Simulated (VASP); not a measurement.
# CdSe (R3m) in VASP: a series of runs

CdSe is run at these levels: PBEsol; tasks: single point.

Program: VASP 6.6.1. These are calculated values, not measurements. Logs are shortened: lines on timing, memory, paths and dates and some standing lists are left out, and cuts for length are marked.

### 1 The cell of the first run

It takes space group R3m (No. 160, trigonal). The conventional cell has a = 4.359 Å, b = 4.359 Å, c = 10.257 Å, α = 90.00°, β = 90.00°, γ = 120.00°. Cd (site symmetry 3m) has 4 Se at 2.56 to 2.66 Å within 3.4 Å. Se (site symmetry 3m) has 4 Cd at 2.56 to 2.66 Å within 3.4 Å.

### 2 Single point, PBEsol (28.13 Å³/atom)

INCAR reads:

```
SYSTEM = CdSe
ALGO = Normal ; EDIFF = 1E-7
ENCUT = 520 ; GGA = PS
ISIF = 2 ; ISMEAR = 0
LASPH = .TRUE. ; LCHARG = .FALSE.
LREAL = .FALSE. ; LWAVE = .FALSE.
NBANDS = 16 ; NELM = 80
PREC = Accurate ; SIGMA = 0.05
```

KPOINTS reads:

```
k-points
0
G
  10 10 10
  0 0 0
```

POSCAR reads:

```
CdSe
1.0
    0.0000000000      3.0823345403      3.0823345403
    3.0823345403      0.0000000000      3.0823345403
    3.0013718864      3.0013718864      0.0809626539
Cd Se
1 1
Direct
    0.0000000000      0.0000000000      0.0000000000
    0.7500000000      0.7500000000      0.7500000000
```

Potentials or basis: VASP PAW PBE potentials, release 64 (Cd, Se).

Command:

```console
cat potpaw_PBE.64/Cd/POTCAR potpaw_PBE.64/Se/POTCAR > POTCAR
mpirun -np 1 vasp_std > vasp.out
```

OUTCAR:

```text
SYSTEM = CdSe
   EDIFF = 1E-7
   ENCUT = 520
   GGA = PS
   ISIF = 2
   ISMEAR = 0
   LASPH = .TRUE.
   LREAL = .FALSE.
   NELM = 80
   PREC = Accurate

 ion  position               nearest neighbor table
   1  0.000  0.000  0.000-   2 2.56   2 2.66   2 2.66   2 2.66
   2  0.750  0.750  0.750-   1 2.56   1 2.66   1 2.66   1 2.66

  LATTYP: Found a trigonal (rhomboedric) cell.
 ALAT       =     4.2453529126
 COS(alpha) =     0.4728527458

  Lattice vectors:

 A1 = (   3.0013718864,  -0.0809626539,  -3.0013718864)
 A2 = (  -0.0809626539,   3.0013718864,  -3.0013718864)
 A3 = (   3.0013718864,   3.0013718864,   0.0809626539)

Analysis of symmetry for initial positions (statically):
=====================================================================
 Subroutine PRICEL returns:
 Original cell was already a primitive cell.

 Routine SETGRP: Setting up the symmetry group for a
 trigonal (rhombohedral) supercell.

 Subroutine GETGRP returns: Found  6 space group operations
 (whereof  6 operations were pure point group operations)
 out of a pool of 12 trial point group operations.

The static configuration has the point symmetry C_3v.

Analysis of symmetry for dynamics (positions and initial velocities):
=====================================================================
 Subroutine PRICEL returns:
 Original cell was already a primitive cell.

 Routine SETGRP: Setting up the symmetry group for a
 trigonal (rhombohedral) supercell.

 Subroutine GETGRP returns: Found  6 space group operations
 (whereof  6 operations were pure point group operations)
 out of a pool of 12 trial point group operations.

The dynamic configuration has the point symmetry C_3v.

 Subroutine INISYM returns: Found  6 space group operations
 (whereof  6 operations are pure point group operations),
 and found     1 'primitive' translations

----------------------------------------------------------------------------------------

                                     Primitive cell

  volume of cell :      56.2616

  direct lattice vectors                    reciprocal lattice vectors
     0.000000000  3.082334540  3.082334540    -0.164432510  0.159996908  0.164432510
     3.082334540  0.000000000  3.082334540     0.159996908 -0.164432510  0.164432510
     3.001371886  3.001371886  0.080962654     0.168868112  0.168868112 -0.168868112

  length of vectors
     4.359079311  4.359079311  4.245352913     0.282267800  0.282267800  0.292488151

  position of ions in fractional coordinates (direct lattice)
     0.000000000  0.000000000  0.000000000
     0.750000000  0.750000000  0.750000000

  ion indices of the primitive-cell ions
   primitive index   ion index
                 1           1
                 2           2

----------------------------------------------------------------------------------------

 KPOINTS: k-points

Automatic generation of k-mesh.
 Grid dimensions read from file:
 generate k-points for:   10   10   10

 Generating k-lattice:

  Cartesian coordinates                     Fractional coordinates (reciprocal lattice)
    -0.016443251  0.015999691  0.016443251     0.100000000  0.000000000 -0.000000000
     0.015999691 -0.016443251  0.016443251     0.000000000  0.100000000 -0.000000000
     0.016886811  0.016886811 -0.016886811     0.000000000  0.000000000  0.100000000

  Length of vectors
     0.028226780  0.028226780  0.029248815

  Shift w.r.t. Gamma in fractional coordinates (k-lattice)
     0.000000000  0.000000000  0.000000000

 Subroutine IBZKPT returns following result:
 ===========================================

 Found    116 irreducible k-points:

 Following reciprocal coordinates:
            Coordinates               Weight
  0.000000  0.000000  0.000000      1.000000
  0.100000  0.000000  0.000000      6.000000
  0.200000  0.000000  0.000000      6.000000
  0.300000  0.000000  0.000000      6.000000
  0.400000  0.000000 -0.000000      6.000000
  0.500000  0.000000 -0.000000      3.000000
[... 16 lines left out ...]
  0.300000  0.300000  0.000000      6.000000
  0.400000  0.300000 -0.000000     12.000000
 [... further k-points ...]
   k-points           NKPTS =    116   k-points in BZ     NKDIM =    116   number of bands    NBANDS=     16
   number of dos      NEDOS =    301   number of ions     NIONS =      2
   total plane-waves  NPLWV =  32768
   dimension x,y,z NGX =    32 NGY =   32 NGZ =   32
   dimension x,y,z NGXF=    64 NGYF=   64 NGZF=   64
   ions per type =               1   1
   NGX,Y,Z   is equivalent  to a cutoff of  12.20, 12.20, 12.53 a.u.
   NGXF,Y,Z  is equivalent  to a cutoff of  24.41, 24.41, 25.06 a.u.
 SYSTEM =  CdSe
   PREC   = accura    normal or accurate (medium, high low for compatibility)
   ISTART =      0    job   : 0-new  1-cont  2-samecut
   ICHARG =      2    charge: 1-file 2-atom 10-const
   ISPIN  =      1    spin polarized calculation?
   LNONCOLLINEAR =      F non collinear calculations
   LSORBIT =      F    spin-orbit coupling
   LASPH  =      T    aspherical Exc in radial PAW
   ENCUT  =  520.0 eV  38.22 Ry    6.18 a.u.   8.10  8.10  7.89*2*pi/ulx,y,z
   NELM   =     80;   NELMIN=  2; NELMDL= -5     # of ELM steps
   EDIFF  = 0.1E-06   stopping-criterion for ELM
   LREAL  =      F    real-space projection
   EDIFFG = 0.1E-05   stopping-criterion for IOM
   NSW    =      0    number of steps for IOM
   IBRION =     -1    ionic relax: 0-MD 1-quasi-New 2-CG
   NFREE  =      0    steps in history (QN), initial steepest desc. (CG)
   ISIF   =      2    stress and relaxation
   ISYM   =      2    0-nonsym 1-usesym 2-fastsym
   POTIM  = 0.5000    time-step for ionic-motion
   TEBEG  =    0.0;   TEEND  =   0.0 temperature during run
   PSTRESS=    0.0 pullay stress
   NELECT =      18.0000    total number of electrons
   NUPDOWN=      -1.0000    fix difference up-down
   EMIN   =  10.00;   EMAX   =-10.00  energy-range for DOS
   EFERMI =   0.00;   METHOD = LEGACY
   ISMEAR =     0;   SIGMA  =   0.05  broadening in eV -4-tet -1-fermi 0-gaus
   EFERMI_NEDOS =   21; number of points for ismear=-14 and -15
   IALGO  =     38    algorithm
   IMIX   =      4    mixing-type and parameters
     AMIX     =   0.40;   BMIX     =  1.00
     AMIX_MAG =   1.60;   BMIX_MAG =  1.00
  volume/ion in A,a.u.               =      28.13       189.84
  Fermi-wavevector in a.u.,A,eV,Ry     =   1.119683  2.115894 17.057484  1.253690
  Thomas-Fermi vector in A             =   2.256324
   LORBIT       =      0    0 simple, 1 ext, 2 COOP (PROOUT), +10 PAW based schemes
   GGA     = PS    functional components
   LHFCALC =     F    Hartree Fock is set to
   AEXX    =    0.0000 exact exchange contribution
   IVDW    =     0    specifies the selected vdW correction
   LEPSILON=     F    determine dielectric tensor
   LRPA    =     F    only Hartree local field effects (RPA)
 non-spin polarized calculation
 Gauss-broadening in eV      SIGMA  =   0.05
  energy-cutoff  :      520.00
  volume of cell :       56.26
 maximum number of plane-waves:      1548
   NGX = 17   NGY = 17   NGZ = 15

 number of electron      18.0000006 magnetization

 Free energy of the ion-electron system (eV)
  ---------------------------------------------------
  ext. energy  EPLUGINS =         0.00000000
  ---------------------------------------------------
  free energy    TOTEN  =        -6.15950855 eV

  energy without entropy =       -6.15950855  energy(sigma->0) =       -6.15950855

 E-fermi :   1.0933     XC(G=0):  -9.0983

 val. band max:        0.8583768189   @ k =   0.0000   0.0000   0.0000
 cond. band min:       1.3087620863   @ k =   0.0000   0.0000   0.0000
 fundamental gap:      0.4503852674
 Fermi energy:         1.0932891189

 k-point     1 :       0.0000    0.0000    0.0000
  band No.  band energies     occupation
      1     -11.8183      2.00000
      2      -7.1344      2.00000
      3      -7.0923      2.00000
      4      -7.0923      2.00000
      5      -6.7233      2.00000
      6      -6.7233      2.00000
[... 8 lines left out ...]
     15      11.8884      0.00000
     16      11.8884      0.00000

 k-point     2 :       0.1000    0.0000    0.0000
  band No.  band energies     occupation
      1     -11.7838      2.00000
      2      -7.1219      2.00000
      3      -7.0823      2.00000
      4      -7.0639      2.00000
      5      -6.7241      2.00000
      6      -6.7234      2.00000
[... 8 lines left out ...]
     15      11.1970      0.00000
     16      11.3956      0.00000

 k-point     3 :       0.2000    0.0000    0.0000
  band No.  band energies     occupation
      1     -11.6927      2.00000
      2      -7.0920      2.00000
      3      -7.0580      2.00000
      4      -6.9681      2.00000
      5      -6.7237      2.00000
      6      -6.7216      2.00000
[... 8 lines left out ...]
     15      10.9063      0.00000
     16      11.1249      0.00000

 k-point     4 :       0.3000    0.0000    0.0000
  band No.  band energies     occupation
      1     -11.5785      2.00000
      2      -7.0601      2.00000
      3      -7.0325      2.00000
      4      -6.7922      2.00000
      5      -6.7176      2.00000
      6      -6.7124      2.00000
[... 8 lines left out ...]
     15      10.8865      0.00000
     16      11.2919      0.00000
[... 324 lines left out ...]
 k-point    22 :      -0.2000    0.2000    0.0000
  band No.  band energies     occupation
      1     -11.5421      2.00000
      2      -7.0454      2.00000
      3      -7.0022      2.00000
      4      -6.7969      2.00000
      5      -6.7316      2.00000
      6      -6.6644      2.00000
[... 8 lines left out ...]
     15      11.9276      0.00000
     16      13.0703      0.00000

 k-point    23 :       0.3000    0.3000    0.0000
  band No.  band energies     occupation
      1     -11.4908      2.00000
      2      -6.9646      2.00000
      3      -6.9193      2.00000
      4      -6.9142      2.00000
      5      -6.6852      2.00000
      6      -6.6831      2.00000
[... 8 lines left out ...]
     15      12.5929      0.00000
     16      14.5252      0.00000

 k-point    24 :       0.4000    0.3000   -0.0000
  band No.  band energies     occupation
      1     -11.4171      2.00000
      2      -6.9369      2.00000
      3      -6.9236      2.00000
      4      -6.8509      2.00000
      5      -6.6791      2.00000
      6      -6.5628      2.00000
[... 8 lines left out ...]
     15      12.9880      0.00000
     16      14.3373      0.00000

 [... further k-points ...]
[... 5 lines left out ...]
  --------------------------------------------------------------------------------------
  -------------------------------------------------------------------------------------
  Total        0.1639348      0.1639348      0.1639348      0.4656424     -0.4656424     -0.4656424
  in kB        4.6684184      4.6684184      4.6684184     13.2602339    -13.2602339    -13.2602339
  external PRESSURE =       4.6684184 kB  Pullay stress =       0.0000000 kB

 VOLUME and BASIS-vectors are now :
 -----------------------------------------------------------------------------
  energy-cutoff  :      520.00
  volume of cell :       56.26
      direct lattice vectors                 reciprocal lattice vectors
     0.000000000  3.082334540  3.082334540    -0.164432510  0.159996908  0.164432510
     3.082334540  0.000000000  3.082334540     0.159996908 -0.164432510  0.164432510
     3.001371886  3.001371886  0.080962654     0.168868112  0.168868112 -0.168868112

 POSITION                                       TOTAL-FORCE (eV/Angst)
 -----------------------------------------------------------------------------------
      0.00000      0.00000      0.00000        -0.198003     -0.198003      0.198003
      4.56278      4.56278      4.68422         0.198003      0.198003     -0.198003
 -----------------------------------------------------------------------------------
    total drift:                                0.000046      0.000046     -0.000046

  FREE ENERGIE OF THE ION-ELECTRON SYSTEM (eV)
  ---------------------------------------------------
  free  energy   TOTEN  =        -6.1595085499 eV

  energy  without entropy=       -6.1595085499  energy(sigma->0) =       -6.15950855
```

Run time: 33 s. Hardware: 1 thread of Intel Xeon 6975P-C (Granite Rapids), shared host; peak memory 0.25 GiB.

Results:

```yaml
Free_energy: -6.1595 eV
Pressure: 0.5 GPa
Largest_force: 0.343 eV/Å
Band_gap_on_the_k_mesh: 0.45 eV
```

Forces on the atoms (eV/Å):
```
Cd  -0.198 -0.198  0.198
Se   0.198  0.198 -0.198
```

Stress tensor (GPa, compression positive):
```
 0.47  1.33 -1.33
 1.33  0.47 -1.33
-1.33 -1.33  0.47
```

Caveat: the PAW data sets were made with another functional, which shifts forces and pressure a little.

### 3 Single point, PBEsol (29.63 Å³/atom)

This run uses another cell than the first one, of 29.63 Å³/atom.

INCAR reads:

```
SYSTEM = CdSe
PREC     = Accurate       ! precision mode
ENCUT    = 520            ! plane-wave cutoff, eV
EDIFF    = 1E-6           ! SCF threshold, eV
ISMEAR   = 0              ! smearing method
SIGMA    = 0.05           ! smearing width, eV
LREAL    = .FALSE.        ! projectors in reciprocal space
LASPH    = .TRUE.         ! aspherical terms in the spheres
NELM     = 100            ! most SCF steps
ALGO     = Normal         ! electronic algorithm
ISIF     = 2              ! what is computed and relaxed
LWAVE    = .FALSE.        ! write WAVECAR
LCHARG   = .FALSE.        ! write CHGCAR
GGA      = PS             ! functional
NBANDS   = 16             ! bands
```

KPOINTS reads:

```
Automatic mesh
0
G
  10 10 10
  0 0 0
```

POSCAR reads:

```
CdSe
1.0
    0.0000000000      3.1361818858      3.1361818858
    3.1361818858      0.0000000000      3.1361818858
    3.0538048416      3.0538048416      0.0823770442
Cd Se
1 1
Direct
    0.0000000000      0.0000000000      0.0000000000
    0.7500000000      0.7500000000      0.7500000000
```

Potentials or basis: VASP PAW PBE potentials, release 64 (Cd, Se).

Command:

```console
cat potpaw_PBE.64/Cd/POTCAR potpaw_PBE.64/Se/POTCAR > POTCAR
mpirun -np 1 vasp_std > vasp.out
```

Run time: 34 s. Hardware: 1 thread of Intel Xeon 6975P-C (Granite Rapids), shared host; peak memory 0.27 GiB.

Results (log left out):

```
Free energy            : -6.1440 eV
Pressure               : -2.0 GPa
Largest force          : 0.254 eV/Å
Band gap on the k mesh : 0.38 eV
```

Forces on the atoms (eV/Å):
```
Cd  -0.147 -0.147  0.147
Se   0.147  0.147 -0.147
```

Stress tensor (GPa, compression positive):
```
-2.01  1.07 -1.07
 1.07 -2.01 -1.07
-1.07 -1.07 -2.01
```

Levels at points of the mesh, in eV from the valence-band top:
| k point | band 6 | band 7 | band 8 | band 9 | band 10 | band 11 | band 12 | band 13 |
| --- | --- | --- | --- | --- | --- | --- | --- | --- |
| (0.00, 0.00, 0.00) | -7.45 | -0.06 | -0.06 | 0.00 | 0.38 | 5.67 | 5.67 | 6.17 |
| (0.50, 0.00, 0.00) | -7.20 | -4.17 | -0.68 | -0.67 | 2.24 | 6.22 | 6.52 | 7.06 |
| (0.50, 0.50, 0.00) | -7.14 | -3.93 | -1.83 | -1.63 | 3.03 | 3.63 | 8.64 | 9.72 |
| (0.00, 0.00, 0.50) | -7.17 | -4.20 | -0.84 | -0.84 | 2.06 | 6.17 | 6.17 | 7.25 |

Caveat: the PAW data sets were made with another functional, which shifts forces and pressure a little.

[end of part 1 of 2]
